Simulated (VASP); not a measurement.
# FeS2 (Pnnm) in VASP: a series of runs

The runs below take FeS2 through single point, relaxation of cell and atoms, with PBE.

Everything below comes from runs of VASP 6.6.1. Logs are shortened: lines on timing, memory, paths and dates and some standing lists are left out, and cuts for length are marked.

### 1 The cell of the first run

Symmetry: Pnnm, No. 58, orthorhombic system. Conventional cell: a = 4.434 Å, b = 5.413 Å, c = 3.387 Å, α = 90.00°, β = 90.00°, γ = 90.00°. Within 2.9 Å of Fe (site symmetry 2/m) lie 6 S at 2.22 to 2.24 Å. S (site symmetry m) has 3 Fe at 2.22 to 2.24 Å and 1 S at 2.28 Å within 2.9 Å.

### 2 Single point, PBE

File INCAR:

```
SYSTEM = FeS2
PREC     = Accurate       ! precision mode
ENCUT    = 600            ! plane-wave cutoff, eV
EDIFF    = 1E-6           ! SCF threshold, eV
ISMEAR   = 0              ! smearing method
SIGMA    = 0.1            ! smearing width, eV
LREAL    = .False.        ! projectors in reciprocal space
LASPH    = .True.         ! aspherical terms in the spheres
NELM     = 120            ! most SCF steps
ALGO     = Normal         ! electronic algorithm
ISIF     = 2              ! what is computed and relaxed
LWAVE    = .False.        ! write WAVECAR
LCHARG   = .False.        ! write CHGCAR
GGA      = PE             ! functional
NBANDS   = 29             ! bands
GGA_COMPAT= .False.
```

File KPOINTS:

```
regular mesh
0
Gamma
  4 4 6
  0 0 0
```

File POSCAR:

```
FeS2
1.0
    4.4337544182      0.0000000000      0.0000000000
    0.0000000000      5.4126108082      0.0000000000
    0.0000000000      0.0000000000      3.3874504851
Fe S
2 4
Direct
    0.5000000000      0.5000000000      0.5000000000
    0.0000000000      0.0000000000      0.0000000000
    0.2938318476      0.8747762125      0.5000000000
    0.7061681524      0.1252237875      0.5000000000
    0.2061681524      0.3747762125      0.0000000000
    0.7938318476      0.6252237875      0.0000000000
```

Potentials or basis: VASP PAW PBE potentials, release 64 (Fe, S).

Run with:

```console
$ cat potpaw_PBE.64/Fe/POTCAR potpaw_PBE.64/S/POTCAR > POTCAR
$ mpirun -np 1 vasp_std > vasp.out
```

OUTCAR:

```text
SYSTEM = FeS2
   PREC = Accurate
   ENCUT = 600
   EDIFF = 1E-6
   ISMEAR = 0
   LREAL = .False.
   LASPH = .True.
   NELM = 120
   ISIF = 2
   GGA = PE

 ion  position               nearest neighbor table
   1  0.500  0.500  0.500-   3 2.22   4 2.22   5 2.24   6 2.24   5 2.24   6 2.24
   2  0.000  0.000  0.000-   5 2.22   6 2.22   3 2.24   4 2.24   3 2.24   4 2.24
   3  0.294  0.875  0.500-   1 2.22   2 2.24   2 2.24   4 2.28
   4  0.706  0.125  0.500-   1 2.22   2 2.24   2 2.24   3 2.28
   5  0.206  0.375  0.000-   2 2.22   1 2.24   1 2.24   6 2.28
   6  0.794  0.625  0.000-   2 2.22   1 2.24   1 2.24   5 2.28

  LATTYP: Found a simple orthorhombic cell.
 ALAT       =     3.3874504851
 B/A-ratio  =     1.3088765246
 C/A-ratio  =     1.5978420443

  Lattice vectors:

 A1 = (   0.0000000000,   0.0000000000,   3.3874504851)
 A2 = (   4.4337544182,   0.0000000000,   0.0000000000)
 A3 = (   0.0000000000,   5.4126108082,   0.0000000000)

Analysis of symmetry for initial positions (statically):
=====================================================================
 Subroutine PRICEL returns:
 Original cell was already a primitive cell.

 Routine SETGRP: Setting up the symmetry group for a
 simple orthorhombic supercell.

 Subroutine GETGRP returns: Found  8 space group operations
 (whereof  4 operations were pure point group operations)
 out of a pool of  8 trial point group operations.

The static configuration has the point symmetry C_2h.
 The point group associated with its full space group is D_2h.

Analysis of symmetry for dynamics (positions and initial velocities):
=====================================================================
 Subroutine PRICEL returns:
 Original cell was already a primitive cell.

 Routine SETGRP: Setting up the symmetry group for a
 simple orthorhombic supercell.

 Subroutine GETGRP returns: Found  8 space group operations
 (whereof  4 operations were pure point group operations)
 out of a pool of  8 trial point group operations.

The dynamic configuration has the point symmetry C_2h.
 The point group associated with its full space group is D_2h.

 Subroutine INISYM returns: Found  8 space group operations
 (whereof  4 operations are pure point group operations),
 and found     1 'primitive' translations

----------------------------------------------------------------------------------------

                                     Primitive cell

  volume of cell :      81.2927

  direct lattice vectors                    reciprocal lattice vectors
     4.433754418  0.000000000  0.000000000     0.225542487  0.000000000  0.000000000
     0.000000000  5.412610808  0.000000000     0.000000000  0.184753723  0.000000000
     0.000000000  0.000000000  3.387450485     0.000000000  0.000000000  0.295207267

  length of vectors
     4.433754418  5.412610808  3.387450485     0.225542487  0.184753723  0.295207267

  position of ions in fractional coordinates (direct lattice)
     0.500000000  0.500000000  0.500000000
     0.000000000  0.000000000  0.000000000
     0.293831848  0.874776213  0.500000000
     0.706168152  0.125223787  0.500000000
     0.206168152  0.374776213  0.000000000
     0.793831848  0.625223787  0.000000000

  ion indices of the primitive-cell ions
   primitive index   ion index
                 1           1
                 2           2
                 3           3
                 4           4
                 5           5
                 6           6

----------------------------------------------------------------------------------------

 KPOINTS: regular mesh

Automatic generation of k-mesh.
 Grid dimensions read from file:
 generate k-points for:    4    4    6

 Generating k-lattice:

  Cartesian coordinates                     Fractional coordinates (reciprocal lattice)
     0.056385622  0.000000000  0.000000000     0.250000000  0.000000000  0.000000000
     0.000000000  0.046188431  0.000000000     0.000000000  0.250000000  0.000000000
     0.000000000  0.000000000  0.049201211     0.000000000  0.000000000  0.166666667

  Length of vectors
     0.056385622  0.046188431  0.049201211

  Shift w.r.t. Gamma in fractional coordinates (k-lattice)
     0.000000000  0.000000000  0.000000000

 Subroutine IBZKPT returns following result:
 ===========================================

 Found     36 irreducible k-points:

 Following reciprocal coordinates:
            Coordinates               Weight
  0.000000  0.000000  0.000000      1.000000
  0.250000  0.000000  0.000000      2.000000
  0.500000  0.000000  0.000000      1.000000
  0.000000  0.250000  0.000000      2.000000
  0.250000  0.250000  0.000000      4.000000
  0.500000  0.250000  0.000000      2.000000
[... 16 lines left out ...]
  0.250000  0.250000  0.333333      8.000000
  0.500000  0.250000  0.333333      4.000000
 [... further k-points ...]
   k-points           NKPTS =     36   k-points in BZ     NKDIM =     36   number of bands    NBANDS=     29
[... 40 lines left out ...]
  Thomas-Fermi vector in A             =   2.424150
   LORBIT       =      0    0 simple, 1 ext, 2 COOP (PROOUT), +10 PAW based schemes
   GGA     = PE    functional components
   LHFCALC =     F    Hartree Fock is set to
   AEXX    =    0.0000 exact exchange contribution
   IVDW    =     0    specifies the selected vdW correction
   LEPSILON=     F    determine dielectric tensor
   LRPA    =     F    only Hartree local field effects (RPA)
 non-spin polarized calculation
 Gauss-broadening in eV      SIGMA  =   0.10
  energy-cutoff  :      600.00
  volume of cell :       81.29
 maximum number of plane-waves:      2764
 NGX is ok and might be reduce to    36
   NGX = 17   NGY = 21   NGZ = 13

 number of electron      39.9999997 magnetization

 Free energy of the ion-electron system (eV)
  ---------------------------------------------------
  ext. energy  EPLUGINS =         0.00000000
  ---------------------------------------------------
  free energy    TOTEN  =       -36.10501442 eV

  energy without entropy =      -36.10501442  energy(sigma->0) =      -36.10501442

 E-fermi :   8.1625     XC(G=0): -11.7236

 val. band max:        7.7021633219   @ k =   0.2500   0.0000   0.1667
 cond. band min:       8.5982792000   @ k =   0.0000   0.5000   0.5000
 fundamental gap:      0.8961158781
 Fermi energy:         8.1625189694

 k-point     1 :       0.0000    0.0000    0.0000
  band No.  band energies     occupation
      1      -8.9383      2.00000
      2      -6.5282      2.00000
      3      -4.7973      2.00000
      4      -4.0422      2.00000
      5       0.1461      2.00000
      6       1.6472      2.00000
[... 21 lines left out ...]
     28      13.4956      0.00000
     29      15.3458      0.00000

 k-point     2 :       0.2500    0.0000    0.0000
  band No.  band energies     occupation
      1      -8.5578      2.00000
      2      -6.5511      2.00000
      3      -4.9844      2.00000
      4      -4.8609      2.00000
      5       0.6656      2.00000
      6       0.8643      2.00000
[... 21 lines left out ...]
     28      13.8376      0.00000
     29      14.1791      0.00000

 k-point     3 :       0.5000    0.0000    0.0000
  band No.  band energies     occupation
      1      -7.5097      2.00000
      2      -7.5097      2.00000
      3      -5.1610      2.00000
      4      -5.1610      2.00000
      5       0.1441      2.00000
      6       0.1441      2.00000
[... 21 lines left out ...]
     28      13.3671      0.00000
     29      14.8152      0.00000

 k-point     4 :       0.0000    0.2500    0.0000
  band No.  band energies     occupation
      1      -8.6975      2.00000
      2      -7.1016      2.00000
      3      -4.4799      2.00000
      4      -4.0491      2.00000
      5       0.2761      2.00000
      6       1.7203      2.00000
[... 597 lines left out ...]
     28      14.6948      0.00000
     29      15.0909      0.00000

 k-point    23 :       0.2500    0.2500    0.3333
  band No.  band energies     occupation
      1      -7.5587      2.00000
      2      -6.7222      2.00000
      3      -4.7284      2.00000
      4      -4.5706      2.00000
      5       0.5475      2.00000
      6       1.0947      2.00000
[... 21 lines left out ...]
     28      14.6029      0.00000
     29      15.0920      0.00000

 k-point    24 :       0.5000    0.2500    0.3333
  band No.  band energies     occupation
      1      -6.9033      2.00000
      2      -6.9033      2.00000
      3      -5.0431      2.00000
      4      -5.0431      2.00000
      5       0.7956      2.00000
      6       0.7956      2.00000
[... 21 lines left out ...]
     28      14.8189      0.00000
     29      16.0180      0.00000

 [... further k-points ...]

------------------------ aborting loop because EDIFF is reached ----------------------------------------

  FORCE on cell =-STRESS in cart. coord.  units (eV):
  Direction    XX          YY          ZZ          XY          YZ          ZX
  --------------------------------------------------------------------------------------
  -------------------------------------------------------------------------------------
  Total        0.1772525      0.0007424      0.2644628      0.0000000      0.0000000      0.0000000
  in kB        3.4934266      0.0146319      5.2122329      0.0000000      0.0000000      0.0000000
  external PRESSURE =       2.9067638 kB  Pullay stress =       0.0000000 kB

 VOLUME and BASIS-vectors are now :
 -----------------------------------------------------------------------------
  energy-cutoff  :      600.00
  volume of cell :       81.29
      direct lattice vectors                 reciprocal lattice vectors
     4.433754418  0.000000000  0.000000000     0.225542487  0.000000000  0.000000000
     0.000000000  5.412610808  0.000000000     0.000000000  0.184753723  0.000000000
     0.000000000  0.000000000  3.387450485     0.000000000  0.000000000  0.295207267

 POSITION                                       TOTAL-FORCE (eV/Angst)
 -----------------------------------------------------------------------------------
      2.21688      2.70631      1.69373         0.000000     -0.000000      0.000000
      0.00000      0.00000      0.00000         0.000000     -0.000000      0.000000
      1.30278      4.73482      1.69373         0.052770      0.062003      0.000000
      3.13098      0.67779      1.69373        -0.052770     -0.062003     -0.000000
      0.91410      2.02852      0.00000        -0.052770      0.062003     -0.000000
      3.51966      3.38409      0.00000         0.052770     -0.062003      0.000000
 -----------------------------------------------------------------------------------
    total drift:                                0.000000      0.000000      0.000000

  FREE ENERGIE OF THE ION-ELECTRON SYSTEM (eV)
  ---------------------------------------------------
  free  energy   TOTEN  =       -36.1050144197 eV

  energy  without entropy=      -36.1050144197  energy(sigma->0) =      -36.10501442
```

Wall time 74 s (1 thread of Intel Xeon Platinum 8259CL at 2.50GHz (Skylake/Cascade Lake), shared host); peak memory 0.25 GiB.

What came out:

```
Free energy            : -36.1050 eV
Pressure               : 0.3 GPa
Largest force          : 0.081 eV/Å
Band gap on the k mesh : 0.90 eV, indirect (least direct gap 1.21 eV)
```

Forces in eV/Å, atoms in the order of the input:
```
Fe   0.000  0.000  0.000
Fe   0.000  0.000  0.000
S    0.053  0.062  0.000
S   -0.053 -0.062  0.000
S   -0.053  0.062  0.000
S    0.053 -0.062  0.000
```

Stress tensor (GPa, compression positive):
```
0.35 0.00 0.00
0.00 0.00 0.00
0.00 0.00 0.52
```

A k mesh can miss the band edges. As with any semilocal functional, this PBE gap is likely too small.

### 3 Relaxation of cell and atoms, PBE

This run uses another cell than the first one, of 13.44 Å³/atom, 0.992 times its volume.

File INCAR:

```
SYSTEM = FeS2
ALGO = Normal
EDIFF = 1E-7
EDIFFG = -0.04
ENCUT = 600
GGA = PE
GGA_COMPAT = .False.
IBRION = 2
ISIF = 3
ISMEAR = 0
LASPH = .True.
LCHARG = .False.
LREAL = .False.
LWAVE = .False.
NELM = 120
NELMIN = 4
NSW = 60
PREC = Accurate
SIGMA = 0.1
```

File KPOINTS:

```
k-points
0
Gamma
  4 4 6
  0 0 0
```

File POSCAR:

```
FeS2
1.0
    4.4256248500      0.0000000000      0.0000000000
    0.0000000000      5.3965282400      0.0000000000
    0.0000000000      0.0000000000      3.3776981800
Fe S
2 4
Direct
    0.5000000000      0.5000000000      0.5000000000
    0.0000000000      0.0000000000      0.0000000000
    0.2995928200      0.8781846800      0.5000000000
    0.7004072100      0.1218153300      0.5000000000
    0.2004071900      0.3781846800      0.0000000000
    0.7995927900      0.6218153200      0.0000000000
```

Potentials or basis: VASP PAW PBE potentials, release 64 (Fe, S).

Run with:

```console
$ cat potpaw_PBE.64/Fe/POTCAR potpaw_PBE.64/S/POTCAR > POTCAR
$ mpirun -np 1 vasp_std > vasp.out
```

Run time: 3.3 min. Hardware: 1 thread of Intel Xeon Platinum 8259CL at 2.50GHz (Skylake/Cascade Lake), shared host; peak memory 0.26 GiB.

Results (log left out):

| Property | Result |
| --- | --- |
| Free energy | -36.1061 eV |
| Relaxed volume | 13.56 Å³/atom |
| Relaxed cell | a = 4.442 Å, b = 5.411 Å, c = 3.386 Å, α = 90.00°, β = 90.00°, γ = 90.00° |
| Space group after relaxing (to 0.05 Å) | Pnnm (No. 58) |
| Energy gained by relaxing | 2.7 meV/atom |
| Ionic steps | 4 |
| Pressure after relaxing | 0.1 GPa |
| Largest force after relaxing | 0.016 eV/Å |
| Band gap on the k mesh | 0.90 eV, indirect (least direct gap 1.19 eV) |

Forces in eV/Å, atoms in the order of the input:
```
Fe   0.000  0.000  0.000
Fe   0.000  0.000  0.000
S    0.000 -0.016  0.000
S    0.000  0.016  0.000
S    0.000 -0.016  0.000
S    0.000  0.016  0.000
```

Stress tensor (GPa, compression positive):
```
-0.12  0.00  0.00
 0.00  0.03  0.00
 0.00  0.00  0.36
```

Step by step:
| step | energy change (eV) | largest force (eV/Å) | pressure (GPa) | volume (Å³) |
| --- | --- | --- | --- | --- |
| 1 | 0.0000 | 0.2913 | 1.30 | 80.67 |
| 2 | -0.0120 | 0.1156 | -1.04 | 81.95 |
| 3 | -0.0121 | 0.1286 | -0.86 | 81.84 |
| 4 | -0.0163 | 0.0155 | 0.09 | 81.38 |

Final structure:
```
Fe S
1.0
     4.44195    0.00000    0.00000
     0.00000    5.41109    0.00000
     0.00000    0.00000    3.38572
Fe S
2 4
Direct
  0.50000 0.50000 0.50000
  0.00000 0.00000 0.00000
  0.29508 0.87603 0.50000
  0.70492 0.12397 0.50000
  0.20492 0.37603 0.00000
  0.79508 0.62397 0.00000
```

Levels at points of the mesh, in eV from the valence-band top:
| k point | band 16 | band 17 | band 18 | band 19 | band 20 | band 21 | band 22 | band 23 | band 24 |
| --- | --- | --- | --- | --- | --- | --- | --- | --- | --- |
| (0.00, 0.00, 0.00) | -1.07 | -0.90 | -0.72 | -0.70 | -0.42 | 1.18 | 1.44 | 2.73 | 3.13 |
| (0.50, 0.00, 0.00) | -1.11 | -0.62 | -0.62 | -0.07 | -0.07 | 1.88 | 1.88 | 1.91 | 1.91 |
| (0.00, 0.50, 0.00) | -1.00 | -0.77 | -0.77 | -0.29 | -0.29 | 1.14 | 1.14 | 2.48 | 2.48 |
| (0.50, 0.50, 0.00) | -1.28 | -1.07 | -1.07 | -0.86 | -0.86 | 1.41 | 1.41 | 2.05 | 2.05 |
| (0.00, 0.00, 0.50) | -1.37 | -0.84 | -0.84 | -0.37 | -0.37 | 1.52 | 1.52 | 1.73 | 1.73 |
| (0.50, 0.00, 0.50) | -0.99 | -0.71 | -0.71 | -0.30 | -0.30 | 1.54 | 1.54 | 1.91 | 1.91 |
| (0.00, 0.50, 0.50) | -1.80 | -1.37 | -1.37 | -0.34 | -0.34 | 0.90 | 0.90 | 2.29 | 2.29 |
| (0.50, 0.50, 0.50) | -1.36 | -0.55 | -0.55 | -0.32 | -0.32 | 1.63 | 1.63 | 2.11 | 2.11 |

### 4 Single point, PBE

This run uses another cell than the first one, of 13.44 Å³/atom, 0.992 times its volume.

File INCAR:

```
SYSTEM = FeS2
ALGO = Normal
EDIFF = 1E-6
ENCUT = 600
GGA = PE
GGA_COMPAT = .FALSE.
ISIF = 2
ISMEAR = 0
LASPH = .TRUE.
LCHARG = .TRUE.
LELF = .TRUE.
LREAL = .FALSE.
LVHAR = .TRUE.
LWAVE = .FALSE.
NBANDS = 29
NELM = 120
PREC = Accurate
SIGMA = 0.1
```

File KPOINTS:

```
k-points
0
G
  4 4 6
  0 0 0
```

POSCAR is that of step 3.

Run with:

```console
$ cat potpaw_PBE.64/Fe/POTCAR potpaw_PBE.64/S/POTCAR > POTCAR
$ mpirun -np 1 vasp_std > vasp.out
```

Wall time 74 s (1 thread of Intel Xeon Platinum 8259CL at 2.50GHz (Skylake/Cascade Lake), shared host); peak memory 0.25 GiB.

It converged, with:

```
Free energy            : -36.0898 eV
Pressure               : 1.3 GPa
Largest force          : 0.291 eV/Å
Band gap on the k mesh : 0.93 eV, indirect (least direct gap 1.20 eV)
```

Forces in eV/Å, atoms in the order of the input:
```
Fe   0.000  0.000  0.000
Fe   0.000  0.000  0.000
S   -0.253 -0.144  0.000
S    0.253  0.144  0.000
S    0.253 -0.144  0.000
S   -0.253  0.144  0.000
```

Stress tensor (GPa, compression positive):
```
1.41 0.00 0.00
0.00 1.50 0.00
0.00 0.00 0.96
```

Levels at points of the mesh, in eV from the valence-band top:
```csv
k point,band 18,band 19,band 20,band 21,band 22,band 23
"(0.00, 0.00, 0.00)",-0.71,-0.68,-0.48,1.32,1.49,2.92
"(0.50, 0.00, 0.00)",-0.62,-0.03,-0.03,1.79,1.79,2.06
"(0.00, 0.50, 0.00)",-0.77,-0.28,-0.28,1.22,1.22,2.51
"(0.50, 0.50, 0.00)",-1.06,-0.84,-0.84,1.43,1.43,1.95
"(0.00, 0.00, 0.50)",-0.87,-0.34,-0.34,1.53,1.53,1.73
"(0.50, 0.00, 0.50)",-0.72,-0.28,-0.28,1.58,1.58,2.14
"(0.00, 0.50, 0.50)",-1.37,-0.32,-0.32,0.93,0.93,2.20
"(0.50, 0.50, 0.50)",-0.57,-0.30,-0.30,1.77,1.77,2.15
```

A k mesh can miss the band edges. Spin polarisation is off, so any magnetic state and its effect on volume and gap are missing.

### 5 Overview

| task | cell | gap on the mesh (eV) | pressure (GPa) | largest force (eV/Å) |
| --- | --- | --- | --- | --- |
| single point | a = 4.434, b = 5.413, c = 3.387 Å, 6 atoms | 0.90 | 0.3 | 0.08 |
| relaxation of cell and atoms | relaxed from a = 4.426, b = 5.397, c = 3.378 Å, 6 atoms | 0.90 | 0.1 | 0.02 |
| single point | a = 4.426, b = 5.397, c = 3.378 Å, 6 atoms | 0.93 | 1.3 | 0.29 |

Alike in all rows: level PBE; potentials or basis VASP PAW PBE potentials, release 64 (Fe, S); no spin polarisation; k mesh 4 × 4 × 6; cutoff (eV) 600; smearing gaussian 0.1 eV.

Total energies depend on the potentials used, so only differences within one code and one set of settings carry meaning.
